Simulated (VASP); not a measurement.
# ZnCu (CsCl type) in VASP: further runs, part 2 of 2

VASP 6.6.1. Earlier steps stand in the parts before.

## 4. Single point, HSE06

This run uses another cell than the first one, of 13.10 Å³/atom.

The input, POSCAR:

```
ZnCu
1.0
    2.9700000000      0.0000000000      0.0000000000
    0.0000000000      2.9700000000      0.0000000000
    0.0000000000      0.0000000000      2.9700000000
Cu Zn
1 1
Direct
    0.0116636418      0.0116636418      0.0116636418
    0.5000000000      0.5000000000      0.5000000000
```

The input, INCAR.step1:

```
PREC = Accurate ; ENCUT = 520
EDIFF = 1E-5 ; ISMEAR = -1
SIGMA = 0.1 ; LREAL = F
LASPH = T ; NELM = 60
ALGO = Normal ; ISIF = 2
LWAVE = T ; GGA = PE
NBANDS = 18
```

The input, INCAR.step2:

```
PREC = Accurate ; ENCUT = 520
EDIFF = 1E-6 ; ISMEAR = -1
SIGMA = 0.1 ; LREAL = F
LASPH = T ; NELM = 60
ALGO = Normal ; ISIF = 2
LWAVE = F ; LCHARG = T
GGA = PE ; LHFCALC = T
HFSCREEN = 0.2079 ; PRECFOCK = Normal
LELF = T ; LVHAR = T
ISTART = 1 ; NBANDS = 18
```

The input, KPOINTS:

```
regular mesh
0
Gamma
  4 4 4
```

Potentials or basis: VASP PAW PBE potentials, release 64 (Cu, Zn).

On the command line:

```sh
cat potpaw_PBE.64/Cu/POTCAR potpaw_PBE.64/Zn/POTCAR > POTCAR
cp INCAR.step1 INCAR
mpirun -np 1 vasp_std > vasp.out
cp INCAR.step2 INCAR
mpirun -np 1 vasp_std > vasp.out
```

OUTCAR:

```text
PREC = Accurate
   ENCUT = 520
   EDIFF = 1E-6
   ISMEAR = -1
   LREAL = F
   LASPH = T
   NELM = 60
   ISIF = 2
   GGA = PE
   LHFCALC = T
   HFSCREEN = 0.2079
   PRECFOCK = Normal
   ISTART = 1

 ion  position               nearest neighbor table
   1  0.012  0.012  0.012-   2 2.51   2 2.55   2 2.55   2 2.55   2 2.59   2 2.59   2 2.59   2 2.63

   2  0.500  0.500  0.500-   1 2.51   1 2.55   1 2.55   1 2.55   1 2.59   1 2.59   1 2.59   1 2.63
[... 458 lines left out ...]
     18      12.4006      0.00000

------------------------ aborting loop because EDIFF is reached ----------------------------------------

  FORCE on cell =-STRESS in cart. coord.  units (eV):
  Direction    XX          YY          ZZ          XY          YZ          ZX
  --------------------------------------------------------------------------------------
  -------------------------------------------------------------------------------------
  Total       -0.2342478     -0.2342478     -0.2342478      0.0219960      0.0219960      0.0219960
  in kB      -14.3257285    -14.3257285    -14.3257285      1.3451952      1.3451952      1.3451952
  external PRESSURE =     -14.3257285 kB  Pullay stress =       0.0000000 kB

 VOLUME and BASIS-vectors are now :
 -----------------------------------------------------------------------------
  energy-cutoff  :      520.00
  volume of cell :       26.20
      direct lattice vectors                 reciprocal lattice vectors
     2.970000000  0.000000000  0.000000000     0.336700337  0.000000000  0.000000000
     0.000000000  2.970000000  0.000000000     0.000000000  0.336700337  0.000000000
     0.000000000  0.000000000  2.970000000     0.000000000  0.000000000  0.336700337

 POSITION                                       TOTAL-FORCE (eV/Angst)
 -----------------------------------------------------------------------------------
      0.03464      0.03464      0.03464        -0.142513     -0.142513     -0.142513
      1.48500      1.48500      1.48500         0.142513      0.142513      0.142513
 -----------------------------------------------------------------------------------
    total drift:                                0.000233      0.000234      0.000223

  FREE ENERGIE OF THE ION-ELECTRON SYSTEM (eV)
  ---------------------------------------------------
  free  energy   TOTEN  =        -5.2489565691 eV

  energy  without entropy=       -5.2278317416  energy(sigma->0) =       -5.23839416
```

OUTCAR.step1:

```text
PREC = Accurate
   ENCUT = 520
   EDIFF = 1E-5
   ISMEAR = -1
   LREAL = F
[... 482 lines left out ...]
      0.03464      0.03464      0.03464        -0.138659     -0.138659     -0.138659
      1.48500      1.48500      1.48500         0.138659      0.138659      0.138659
 -----------------------------------------------------------------------------------
    total drift:                                0.000494      0.000494      0.000483

  FREE ENERGIE OF THE ION-ELECTRON SYSTEM (eV)
  ---------------------------------------------------
  free  energy   TOTEN  =        -5.0670395212 eV

  energy  without entropy=       -5.0444665779  energy(sigma->0) =       -5.05575305
```

OSZICAR.step1:

```text
N       E                     dE             d eps       ncg     rms          rms(c)
DAV:   1     0.116448154525E+03    0.11645E+03   -0.11146E+04   484   0.212E+03
DAV:   2    -0.143821744044E+01   -0.11789E+03   -0.11313E+03   470   0.299E+02
DAV:   3    -0.604359588723E+01   -0.46054E+01   -0.45800E+01   532   0.742E+01
DAV:   4    -0.608113477070E+01   -0.37539E-01   -0.37527E-01   546   0.610E+00
DAV:   5    -0.608160388182E+01   -0.46911E-03   -0.46909E-03   548   0.709E-01    0.917E+00
DAV:   6    -0.593578709591E+01    0.14582E+00   -0.14233E+01   494   0.844E+01    0.580E+00
DAV:   7    -0.507607038925E+01    0.85972E+00   -0.30379E+00   490   0.752E+01    0.219E+00
DAV:   8    -0.507521516383E+01    0.85523E-03   -0.13416E-01   614   0.455E+00    0.117E+00
DAV:   9    -0.506706136788E+01    0.81538E-02   -0.11365E-02   548   0.226E+00    0.580E-02
DAV:  10    -0.506705500323E+01    0.63647E-05   -0.74540E-04   694   0.559E-01    0.551E-02
DAV:  11    -0.506704068855E+01    0.14315E-04   -0.11771E-04   530   0.293E-01    0.872E-03
DAV:  12    -0.506703952124E+01    0.11673E-05   -0.65904E-06   256   0.528E-02
   1 F= -.50670395E+01 E0= -.50557530E+01  d E =-.225729E-01
```

Run time: 9.8 min. Hardware: 1 thread of Intel Xeon Platinum 8259CL at 2.50GHz (Skylake/Cascade Lake), shared host; peak memory 0.25 GiB.

What came out:

```
Free energy            : -5.2490 eV
Pressure               : -1.4 GPa
Largest force          : 0.247 eV/Å
Band gap on the k mesh : zero (an odd number of electrons rules out a gap without spin polarisation)
```

Forces in eV/Å, atoms in the order of the input:
```
Cu  -0.143 -0.143 -0.143
Zn   0.143  0.143  0.143
```

Caveat: the k points lie up to 0.53 Å⁻¹ apart, too coarse for converged energies and pressures of a metal; the PAW data sets were made with another functional, which shifts forces and pressure a little.

## 5. Single point, HSE06

This run uses another cell than the first one, of 13.10 Å³/atom.

POSCAR is that of step 4.

The input, INCAR.step1:

```
SYSTEM = ZnCu
  PREC = Accurate
  ENCUT = 520
  EDIFF = 1E-5
  ISMEAR = -1
  SIGMA = 0.1
  LREAL = .False.
  LASPH = .True.
  NELM = 100
  ALGO = Normal
  ISIF = 2
  LWAVE = .True.
  LCHARG = .False.
  GGA = PE
  NBANDS = 18
```

The input, INCAR.step2:

```
SYSTEM = ZnCu
  PREC = Accurate
  ENCUT = 520
  EDIFF = 1E-6
  ISMEAR = -1
  SIGMA = 0.1
  LREAL = .False.
  LASPH = .True.
  NELM = 100
  ALGO = Normal
  ISIF = 2
  LWAVE = .False.
  LCHARG = .False.
  GGA = PE
  LHFCALC = .True.
  HFSCREEN = 0.2079
  PRECFOCK = Normal
  ISTART = 1
  NBANDS = 18
```

The input, KPOINTS:

```
Automatic mesh
0
Gamma
  4 4 4
  0 0 0
```

On the command line:

```sh
cat potpaw_PBE.64/Cu/POTCAR potpaw_PBE.64/Zn/POTCAR > POTCAR
cp INCAR.step1 INCAR
mpirun -np 1 vasp_std > vasp.out
cp INCAR.step2 INCAR
mpirun -np 1 vasp_std > vasp.out
```

Run time: 9.7 min. Hardware: 1 thread of Intel Xeon Platinum 8259CL at 2.50GHz (Skylake/Cascade Lake), shared host; peak memory 0.25 GiB.

Results (log left out):

| Property | Result |
| --- | --- |
| Free energy | -5.2490 eV |
| Pressure | -1.4 GPa |
| Largest force | 0.247 eV/Å |
| Band gap on the k mesh | zero (an odd number of electrons rules out a gap without spin polarisation) |

Forces in eV/Å, atoms in the order of the input:
```
Cu  -0.143 -0.143 -0.143
Zn   0.143  0.143  0.143
```

Stress tensor (GPa, compression positive):
```
-1.43  0.13  0.13
 0.13 -1.43  0.13
 0.13  0.13 -1.43
```

Levels at points of the mesh, in eV from the Fermi level:
```
           k point  band 8  band 9  band 10  band 11  band 12  band 13  band 14  band 15
(0.00, 0.00, 0.00)   -5.38   -4.42    -4.42    -4.42     6.65     6.65     6.65    11.56
(0.50, 0.00, 0.00)   -5.45   -4.96    -4.96    -4.49    -3.33    12.24    12.24    12.92
(0.50, 0.50, 0.00)   -4.60   -4.60    -4.20    -2.43    -2.43     1.61     2.15    14.56
(0.50, 0.50, 0.50)   -5.94   -4.18    -4.18     4.12     4.26     4.26     4.29     4.57
```

Caveat: the k points lie up to 0.53 Å⁻¹ apart, too coarse for converged energies and pressures of a metal; the PAW data sets were made with another functional, which shifts forces and pressure a little.

## 6. The runs side by side

| cell | gap on the mesh (eV) | pressure (GPa) |
| --- | --- | --- |
| a = 2.980 Å, 2 atoms, atomic positions A | none | -2.7 |
| a = 3.009 Å, 2 atoms, atomic positions A | none | -5.5 |
| a = 2.970 Å, 2 atoms, atomic positions B | none | -1.4 |

Alike in all rows: task single point; level HSE06; potentials or basis VASP PAW PBE potentials, release 64 (Cu, Zn); no spin polarisation; k mesh 4 × 4 × 4; cutoff (eV) 520; smearing fermi-dirac 0.1 eV.

Caveats: all runs use coarse meshes; the PAW data sets were made with another functional, which shifts forces and pressure a little.

Total energies depend on the potentials used, so only differences within one code and one set of settings carry meaning.
